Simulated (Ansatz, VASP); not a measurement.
## BN in VASP and in Ansatz

Contents of INCAR:

```
ALGO = Normal
EDIFF = 1E-6
ENCUT = 520
GGA = PE
ISIF = 2
ISMEAR = 1
IVDW = 12
LASPH = True
LCHARG = False
LREAL = False
LWAVE = False
NBANDS = 16
NELM = 60
PREC = Accurate
SIGMA = 0.05
```

KPOINTS

```
k-points
0
Gamma
  12 12 4
```

The input POSCAR:

```
BN
1.0
    2.5645052117      0.0000000000      0.0000000000
   -1.2822526059      2.1703573356      0.0000000000
    0.0000000000      0.0000000000      6.5923998870
B N
2 2
Direct
   -0.1728768184      0.0000000000      0.5000000000
    0.5065098970      0.6666666667      0.0000000000
    0.1723419976      0.0000000000      0.0000000000
    0.4940933386      0.3333333333      0.5000000000
```

Input for Ansatz:

```yaml
crystal:
  lattice:
    - [2.5645052117, 0.0, 0.0]
    - [-1.2822526059, 2.1703573356, 0.0]
    - [0.0, 0.0, 6.592399887]
  atoms:
    - { symbol: B, position: [-0.1728768184, 0.0, 0.5] }
    - { symbol: B, position: [0.506509897, 0.6666666667, 0.0] }
    - { symbol: "N", position: [0.1723419976, 0.0, 0.0] }
    - { symbol: "N", position: [0.4940933386, 0.3333333333, 0.5] }
basis:
  ecutwfc: 520.0
kpoints:
  mp_grid: { grid: [12, 12, 4] }
hamiltonian:
  xc: pbe
  dispersion: d3bj
scf:
  occupations: { method: methfessel_paxton, width: 0.05 }
output:
  forces: true
  stress: true
  eigenvalues: true
```

Change from the starting cell: mode 4 frozen in at -0.434 Å, normal strain along x +0.0233.

Alike in both runs: task single point; functional PBE; dispersion D3(BJ); k mesh 12 × 12 × 4; occupations methfessel-paxton of order 1, width 0.05 eV; no spin polarisation.

```csv
,VASP,Ansatz
version,VASP 6.6.1,Ansatz 0.2.0
potentials or method,"VASP PAW PBE potentials, release 64 (B, N), cutoff 520 eV","scalar-relativistic, plane waves, PAW"
valence electrons in the cell,16,16
```

Ansatz gave:

```
gap on the k mesh at the Fermi level (eV)                     : 3.30
least direct gap on the mesh (eV)                             : 3.65
pressure (GPa)                                                : -7.5
traceless stress, the component that is largest in VASP (GPa) : -12.75
rms of the force components (eV/Å)                            : 0.138
```

Task: Estimate VASP's values.

Result: gap on the k mesh at the Fermi level (eV): 3.29; least direct gap on the mesh (eV): 3.65; pressure (GPa): -7.5; traceless stress, the component that is largest in VASP (GPa): -12.69; rms of the force components (eV/Å): 0.139.

Atom by atom the forces differ by 0.001 eV/Å (rms over components).
